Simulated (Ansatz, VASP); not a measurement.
One calculation of Sb, two programs

```
CELL_PARAMETERS angstrom
-2.98719 2.98719 1.57099
2.98719 -2.98719 1.57099
2.98719 2.98719 -1.57099
ATOMIC_POSITIONS crystal
Sb 0.62500 0.87500 0.75000
Sb 0.37500 0.12500 0.25000
```

Change from the starting cell: volume scaled by 0.95, LAPW.

Alike in both runs: task single point; functional PBE; k mesh 15 × 15 × 15; occupations fermi-dirac, width 0.08 eV; no spin polarisation.

|  | VASP | Ansatz |
| --- | --- | --- |
| version | VASP 6.6.1 | Ansatz 0.2.0 |
| potentials or method | VASP PAW PBE potentials, release 64 (Sb), cutoff 520 eV | all-electron LAPW, scalar-relativistic |

```csv
,VASP,Ansatz,Ansatz less VASP
pressure (GPa),3.2,3.2,+0.04
```

Ansatz ran all-electron here, and VASP with PAW potentials.

Spin-orbit coupling is off throughout.
